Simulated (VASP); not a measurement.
Ga2SeS3, 6 atoms in the cell. Symmetry: P3m1, No. 156, trigonal system. The conventional cell has a = 3.650 Å, b = 3.650 Å, c = 11.200 Å, α = 90.00°, β = 90.00°, γ = 120.00°. Within 3.0 Å of Ga (site symmetry 3m) lie 4 S at 2.27 to 2.30 Å. Within 3.3 Å of Ga (site symmetry 3m) lie 6 S at 2.48 to 2.53 Å. Within 4.5 Å of Se (site symmetry 3m) lie 6 S at 3.40 to 3.42 Å and 6 Se at 3.65 Å and 4 Ga at 3.99 to 4.10 Å. Within 3.0 Å of S (site symmetry 3m) lie 3 Ga at 2.27 Å. S (site symmetry 3m) has 4 Ga at 2.30 to 2.53 Å within 3.0 Å. S (site symmetry 3m) has 3 Ga at 2.48 Å and 3 Se at 3.42 Å and 3 S at 3.42 Å within 3.5 Å. 

```yaml
Program: VASP 6.6.1
Task: relaxation of cell and atoms
Functional: PBE
Potentials_or_basis: VASP PAW PBE potentials, release 64 (Ga_d, Se, S)
Cutoff: 500 eV
k_mesh: 4 × 4 × 1
Occupations: gaussian, width 0.15 eV
Spin: no spin polarisation
Dipole_correction: no
Further_INCAR_settings: ALGO = Normal; EDIFF = 1e-07; IBRION = 2; EDIFFG = -0.08; NSW = 36; ISIF = 3
```

Potentials or basis: VASP PAW PBE potentials, release 64 (Ga_d, Se, S).

Command:

```bash
$ cat potpaw_PBE.64/Ga_d/POTCAR potpaw_PBE.64/Se/POTCAR potpaw_PBE.64/S/POTCAR > POTCAR
$ mpirun -np 1 vasp_std > vasp.out
```

Hardware: 1 thread of Intel(R) Xeon(R) Platinum 8559C (Emerald Rapids) (shared host).

Estimate the wall time of this run.

Wall time 4.8 min on 1 thread of Intel(R) Xeon(R) Platinum 8559C (Emerald Rapids) (shared host), peak memory 0.25 GiB. Counts: scf iterations 165, k points 4, ion steps 17.
